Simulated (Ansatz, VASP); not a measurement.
**One calculation of Rh, two programs**

Contents of INCAR:

```
SYSTEM = Rh
PREC = Accurate
ENCUT = 520
EDIFF = 1E-7
ISMEAR = 1
SIGMA = 0.02
LREAL = .False.
LASPH = .True.
NELM = 60
ALGO = Fast
ISIF = 2
LWAVE = .False.
LCHARG = .False.
NBANDS = 22
```

The input KPOINTS:

```
regular mesh
0
Gamma
  18 18 12
  0 0 0
```

Contents of POSCAR:

```
Rh
1.0
    2.6627045662      0.0000000000      0.0000000000
   -1.3313522831      2.3650972278      0.0000000000
    0.0000000000      0.0000000000      4.4284890000
Rh
2
Direct
    0.6666666667      0.3333333333      0.7500000000
    0.3333333333      0.6666666667      0.2500000000
```

Input for Ansatz:

```yaml
crystal:
  lattice:
    - [2.6627045662, 0.0, 0.0]
    - [-1.3313522831, 2.3650972278, 0.0]
    - [0.0, 0.0, 4.428489]
  atoms:
    - { symbol: Rh, position: [0.6666666667, 0.3333333333, 0.75] }
    - { symbol: Rh, position: [0.3333333333, 0.6666666667, 0.25] }
basis:
  ecutwfc: 420
kpoints:
  mp_grid: { grid: [18, 18, 12] }
hamiltonian:
  xc: lda
scf:
  occupations: { method: methfessel_paxton, width: 0.02 }
output:
  forces: true
  stress: true
  eigenvalues: true
```

Change from the starting cell: strain -0.0250 x Voigt [1, 0, 0, 0, 0, 0], atoms carried along.

Alike in both runs: task single point; functional LDA; k mesh 18 × 18 × 12; occupations methfessel-paxton of order 1, width 0.02 eV; no spin polarisation.

```csv
,VASP,Ansatz
version,VASP 6.6.1,Ansatz 0.2.0
potentials or method,"VASP PAW LDA potentials, release 64 (Rh_pv), cutoff 520 eV","scalar-relativistic, plane waves, PAW"
valence electrons in the cell,30,34
```

|  | VASP | Ansatz | Ansatz less VASP |
| --- | --- | --- | --- |
| gap on the k mesh at the Fermi level (eV) | none | none | - |
| pressure (GPa) | -12.9 | -13.7 | -0.79 |
| traceless stress, the component that is largest in VASP (GPa) | 5.48 | 5.48 | -0.002 |
| rms of the force components (eV/Å) | 0.027 | 0.026 | -0.0009 |

LDA's correlation is that of Perdew and Zunger in VASP and of Perdew and Wang (1992) in Ansatz. Atom by atom the forces differ by 0.001 eV/Å (rms over components). A gap of «none» marks a metal or a gap that the smearing closes. VASP's potentials hold 30 valence electrons a cell and Ansatz's 34, so a difference there can come from the potentials and not from the codes.
